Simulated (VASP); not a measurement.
# NaCl (Pm-3m) in VASP: a series of runs, part 2 of 2

VASP 6.6.1.

### 3 Single point, r2SCAN (volume changed by -3%)

POSCAR

```
NaCl
1.0
    3.4245985382      0.0000000000      0.0000000000
    0.0000000000      3.4245985382      0.0000000000
    0.0000000000      0.0000000000      3.4245985382
Na Cl
1 1
Direct
    0.0000000000      0.0000000000      0.0000000000
    0.5000000000      0.5000000000      0.5000000000
```

INCAR.step1

```
  ALGO = Normal
  EDIFF = 1E-4
  ENCUT = 520
  GGA = PE
  ISMEAR = 0
  LASPH = T
  LCHARG = F
  LREAL = F
  LWAVE = T
  NBANDS = 14
  NELM = 80
  PREC = Accurate
  SIGMA = 0.01
```

INCAR.step2

```
  ALGO = Normal
  EDIFF = 1E-6
  ENCUT = 520
  ISIF = 2
  ISMEAR = 0
  ISTART = 1
  LASPH = T
  LCHARG = F
  LMIXTAU = T
  LREAL = F
  LWAVE = F
  METAGGA = R2SCAN
  NBANDS = 14
  NELM = 80
  PREC = Accurate
  SIGMA = 0.01
```

KPOINTS

```
k-points
0
Gamma
  6 6 6
```

Potentials or basis: VASP PAW PBE potentials, release 64 (Na_pv, Cl).

The run is started by

```
cat potpaw_PBE.64/Na_pv/POTCAR potpaw_PBE.64/Cl/POTCAR > POTCAR
cp INCAR.step1 INCAR
mpirun -np 1 vasp_std > vasp.out
cp INCAR.step2 INCAR
mpirun -np 1 vasp_std > vasp.out
```

OUTCAR:

```text
EDIFF = 1E-6
   ENCUT = 520
   ISIF = 2
   ISMEAR = 0
   ISTART = 1
   LASPH = T
   LREAL = F
   METAGGA = R2SCAN
   NELM = 80
   PREC = Accurate

 ion  position               nearest neighbor table
   1  0.000  0.000  0.000-
   2  0.500  0.500  0.500-

  LATTYP: Found a simple cubic cell.
 ALAT       =     3.4245985382

  Lattice vectors:

 A1 = (   3.4245985382,   0.0000000000,   0.0000000000)
 A2 = (   0.0000000000,   3.4245985382,   0.0000000000)
 A3 = (   0.0000000000,   0.0000000000,   3.4245985382)

Analysis of symmetry for initial positions (statically):
=====================================================================
 Subroutine PRICEL returns:
 Original cell was already a primitive cell.

 Routine SETGRP: Setting up the symmetry group for a
 simple cubic supercell.

 Subroutine GETGRP returns: Found 48 space group operations
 (whereof 48 operations were pure point group operations)
 out of a pool of 48 trial point group operations.

The static configuration has the point symmetry O_h .

Analysis of symmetry for dynamics (positions and initial velocities):
=====================================================================
 Subroutine PRICEL returns:
 Original cell was already a primitive cell.

 Routine SETGRP: Setting up the symmetry group for a
 simple cubic supercell.

 Subroutine GETGRP returns: Found 48 space group operations
 (whereof 48 operations were pure point group operations)
 out of a pool of 48 trial point group operations.

The dynamic configuration has the point symmetry O_h .

 Subroutine INISYM returns: Found 48 space group operations
 (whereof 48 operations are pure point group operations),
 and found     1 'primitive' translations

----------------------------------------------------------------------------------------

                                     Primitive cell

  volume of cell :      40.1633

[... 112 lines left out ...]
   LEPSILON=     F    determine dielectric tensor
   LRPA    =     F    only Hartree local field effects (RPA)
 non-spin polarized calculation
 Gauss-broadening in eV      SIGMA  =   0.01
  energy-cutoff  :      520.00
  volume of cell :       40.16
 maximum number of plane-waves:      1108
 NGX is ok and might be reduce to    28
   NGX = 13   NGY = 13   NGZ = 13

 number of electron      14.0000013 magnetization

 Free energy of the ion-electron system (eV)
  ---------------------------------------------------
  ext. energy  EPLUGINS =         0.00000000
  ---------------------------------------------------
  free energy    TOTEN  =       -13.46350954 eV

  energy without entropy =      -13.46350954  energy(sigma->0) =      -13.46350954

 E-fermi :   0.5817     XC(G=0):  -9.2238

 val. band max:        0.5237149681   @ k =   0.5000   0.5000   0.0000
 cond. band min:       5.5925417775   @ k =   0.0000   0.0000   0.0000
 fundamental gap:      5.0688268094
 Fermi energy:         0.5817153731

 k-point     1 :       0.0000    0.0000    0.0000
  band No.  band energies     occupation
      1     -22.2537      2.00000
      2     -22.2537      2.00000
      3     -22.2537      2.00000
      4     -13.6894      2.00000
      5      -0.0396      2.00000
      6      -0.0396      2.00000
      7      -0.0396      2.00000
      8       5.5925      0.00000
      9       9.6220      0.00000
     10       9.6220      0.00000
     11      17.4291      0.00000
     12      17.4291      0.00000
     13      17.4291      0.00000
     14      18.1481      0.00000
[... 309 lines left out ...]
      1     -22.2845      2.00000
      2     -22.2845      2.00000
      3     -22.2845      2.00000
      4     -12.5926      2.00000
      5      -1.5940      2.00000
      6      -1.5940      2.00000
      7      -1.5940      2.00000
      8       8.2704      0.00000
      9       8.2704      0.00000
     10       8.2704      0.00000
     11      14.0560      0.00000
     12      18.1882      0.00000
     13      18.1882      0.00000
     14      18.1882      0.00000

------------------------ aborting loop because EDIFF is reached ----------------------------------------

  FORCE on cell =-STRESS in cart. coord.  units (eV):
  Direction    XX          YY          ZZ          XY          YZ          ZX
  --------------------------------------------------------------------------------------
  -------------------------------------------------------------------------------------
  Total        0.1932287      0.1932287      0.1932287      0.0000000     -0.0000000      0.0000000
  in kB        7.7082060      7.7082060      7.7082060      0.0000000     -0.0000000      0.0000000
  external PRESSURE =       7.7082060 kB  Pullay stress =       0.0000000 kB

 VOLUME and BASIS-vectors are now :
 -----------------------------------------------------------------------------
  energy-cutoff  :      520.00
  volume of cell :       40.16
      direct lattice vectors                 reciprocal lattice vectors
     3.424598538  0.000000000  0.000000000     0.292005030  0.000000000  0.000000000
     0.000000000  3.424598538  0.000000000     0.000000000  0.292005030  0.000000000
     0.000000000  0.000000000  3.424598538     0.000000000  0.000000000  0.292005030

 POSITION                                       TOTAL-FORCE (eV/Angst)
 -----------------------------------------------------------------------------------
      0.00000      0.00000      0.00000         0.000000      0.000000      0.000000
      1.71230      1.71230      1.71230         0.000000      0.000000      0.000000
 -----------------------------------------------------------------------------------
    total drift:                               -0.000000      0.000000      0.000000

  FREE ENERGIE OF THE ION-ELECTRON SYSTEM (eV)
  ---------------------------------------------------
  free  energy   TOTEN  =       -13.4635095393 eV

  energy  without entropy=      -13.4635095393  energy(sigma->0) =      -13.46350954
```

OUTCAR.step1:

```text
EDIFF = 1E-4
   ENCUT = 520
   GGA = PE
   ISMEAR = 0
   LASPH = T
[... 554 lines left out ...]
 -----------------------------------------------------------------------------------
      0.00000      0.00000      0.00000         0.000000      0.000000      0.000000
      1.71230      1.71230      1.71230         0.000000      0.000000      0.000000
 -----------------------------------------------------------------------------------
    total drift:                               -0.000000      0.000000      0.000000

  FREE ENERGIE OF THE ION-ELECTRON SYSTEM (eV)
  ---------------------------------------------------
  free  energy   TOTEN  =        -6.4496177486 eV

  energy  without entropy=       -6.4496177486  energy(sigma->0) =       -6.44961775
```

OSZICAR.step1:

```text
N       E                     dE             d eps       ncg     rms          rms(c)
DAV:   1     0.102974312367E+03    0.10297E+03   -0.71889E+03   572   0.104E+03
DAV:   2     0.141674036050E+01   -0.10156E+03   -0.92960E+02   638   0.279E+02
DAV:   3    -0.656943107173E+01   -0.79862E+01   -0.79474E+01   734   0.713E+01
DAV:   4    -0.668906558175E+01   -0.11963E+00   -0.11960E+00   632   0.949E+00
DAV:   5    -0.669142878514E+01   -0.23632E-02   -0.23632E-02   742   0.135E+00    0.240E+00
DAV:   6    -0.647837624677E+01    0.21305E+00   -0.28203E-01   716   0.343E+00    0.170E+00
DAV:   7    -0.644965901976E+01    0.28717E-01   -0.90912E-02   772   0.186E+00    0.117E+00
DAV:   8    -0.644980274279E+01   -0.14372E-03   -0.10342E-02   578   0.943E-01    0.441E-01
DAV:   9    -0.644955767854E+01    0.24506E-03   -0.47787E-04   710   0.167E-01    0.185E-01
DAV:  10    -0.644961774863E+01   -0.60070E-04   -0.20129E-04   632   0.113E-01
   1 F= -.64496177E+01 E0= -.64496177E+01  d E =-.225147E-34
```

Wall time 17 s (1 thread of Intel Xeon 6975P-C (Granite Rapids), shared host); peak memory 0.15 GiB.

Results:

```
Free energy            : -13.4635 eV
Pressure               : 0.8 GPa
Band gap on the k mesh : 5.07 eV, indirect (least direct gap 5.63 eV)
```

Levels at points of the mesh, in eV from the valence-band top:
| k point | band 4 | band 5 | band 6 | band 7 | band 8 | band 9 | band 10 | band 11 |
| --- | --- | --- | --- | --- | --- | --- | --- | --- |
| (0.00, 0.00, 0.00) | -14.21 | -0.56 | -0.56 | -0.56 | 5.07 | 9.10 | 9.10 | 16.91 |
| (0.50, 0.00, 0.00) | -13.78 | -3.27 | -0.30 | -0.30 | 7.93 | 10.01 | 11.23 | 12.79 |
| (0.50, 0.50, 0.00) | -13.46 | -2.55 | -2.55 | 0.00 | 6.23 | 10.79 | 12.42 | 12.42 |
| (0.50, 0.50, 0.50) | -13.12 | -2.12 | -2.12 | -2.12 | 7.75 | 7.75 | 7.75 | 13.53 |

Caveat: the cell differs from its parent crystal (volume changed by -3%); the PAW data sets were made with another functional, which shifts forces and pressure a little. A k mesh can miss the band edges.

### 4 Single point, r2SCAN

This run uses another cell than the first one, of 20.70 Å³/atom, 1.064 times its volume.

POSCAR

```
NaCl
1.0
    3.4595458349      0.0000000000      0.0000000000
    0.0000000000      3.4595458349      0.0000000000
    0.0000000000      0.0000000000      3.4595458349
Na Cl
1 1
Direct
    0.0000000000      0.0000000000      0.0000000000
    0.5000000000      0.5000000000      0.5000000000
```

INCAR.step1

```
SYSTEM = NaCl
PREC = Accurate ; ENCUT = 520
ISMEAR = 0 ; SIGMA = 0.01
LREAL = .False. ; LASPH = .True.
NELM = 60 ; NBANDS = 14
GGA = PE ; ALGO = Normal
EDIFF = 1E-4 ; LWAVE = .True.
LCHARG = .False.
```

INCAR.step2

```
SYSTEM = NaCl
PREC = Accurate ; ENCUT = 520
EDIFF = 1E-6 ; ISMEAR = 0
SIGMA = 0.01 ; LREAL = .False.
LASPH = .True. ; NELM = 60
ALGO = Normal ; ISIF = 2
LWAVE = .False. ; LCHARG = .False.
METAGGA = R2SCAN ; LMIXTAU = .True.
NBANDS = 14 ; ISTART = 1
```

KPOINTS

```
Automatic mesh
0
Gamma
  6 6 6
  0 0 0
```

The run is started by

```
cat potpaw_PBE.64/Na_pv/POTCAR potpaw_PBE.64/Cl/POTCAR > POTCAR
cp INCAR.step1 INCAR
mpirun -np 1 vasp_std > vasp.out
cp INCAR.step2 INCAR
mpirun -np 1 vasp_std > vasp.out
```

Wall time 18 s (1 thread of Intel Xeon 6975P-C (Granite Rapids), shared host); peak memory 0.15 GiB.

The run converged. Its results:

```yaml
Free_energy: -13.4655 eV
Pressure: -0.3 GPa
Band_gap_on_the_k_mesh: 4.95 eV, indirect (least direct gap 5.49 eV)
```

Levels at points of the mesh, in eV from the valence-band top:
```tsv
k point	band 5	band 6	band 7	band 8	band 9	band 10
(0.00, 0.00, 0.00)	-0.54	-0.54	-0.54	4.95	9.14	9.14
(0.50, 0.00, 0.00)	-3.13	-0.29	-0.29	7.82	9.79	11.24
(0.50, 0.50, 0.00)	-2.44	-2.44	0.00	6.24	10.73	12.20
(0.50, 0.50, 0.50)	-2.01	-2.01	-2.01	7.75	7.75	7.75
```

Caveat: the PAW data sets were made with another functional, which shifts forces and pressure a little. A k mesh can miss the band edges.

### 5 The runs side by side

| cell | gap on the mesh (eV) | pressure (GPa) |
| --- | --- | --- |
| a = 3.389 Å, 2 atoms | 5.20 | 2.0 |
| a = 3.425 Å, 2 atoms | 5.07 | 0.8 |
| a = 3.460 Å, 2 atoms | 4.95 | -0.3 |

Alike in all rows: task single point; level r2SCAN; potentials or basis VASP PAW PBE potentials, release 64 (Na_pv, Cl); no spin polarisation; k mesh 6 × 6 × 6; cutoff (eV) 520; smearing gaussian 0.01 eV.

Caveats: the PAW data sets were made with another functional, which shifts forces and pressure a little.

Total energies depend on the potentials used, so only differences within one code and one set of settings carry meaning.
